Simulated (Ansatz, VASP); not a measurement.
# BeTe in VASP and in Ansatz

```
Be Te
1.0
     4.03085    0.00000    0.00000
    -2.01543    3.49082    0.00000
     0.00000    0.00000    8.14405
Be Te
2 2
Direct
  0.33333 0.66667 0.25000
  0.66667 0.33333 0.75000
  0.66667 0.33333 0.25000
  0.33333 0.66667 0.75000
```

Alike in both runs: task single point; functional PBEsol; k mesh 6 × 6 × 2; no spin polarisation.

|  | VASP | Ansatz |
| --- | --- | --- |
| version | VASP 6.6.1 | Ansatz 0.2.0 |
| potentials or method | VASP PAW PBE potentials, release 64 (Be, Te) | plane waves, PAW |
| plane-wave cutoff (eV) | 520 | 420 |
| occupations | gaussian, width 0.01 eV | fixed |
| valence electrons in the cell | 16 | 36 |

Ansatz gave:

* gap on the k mesh at the Fermi level (eV): 2.69

Q: Which values does VASP return?

A: gap on the k mesh at the Fermi level (eV): 2.68.

VASP's potentials were made for PBE, not for PBEsol. VASP's potentials hold 16 valence electrons a cell and Ansatz's 36, so a difference there can come from the potentials and not from the codes.

Spin-orbit coupling is off throughout.
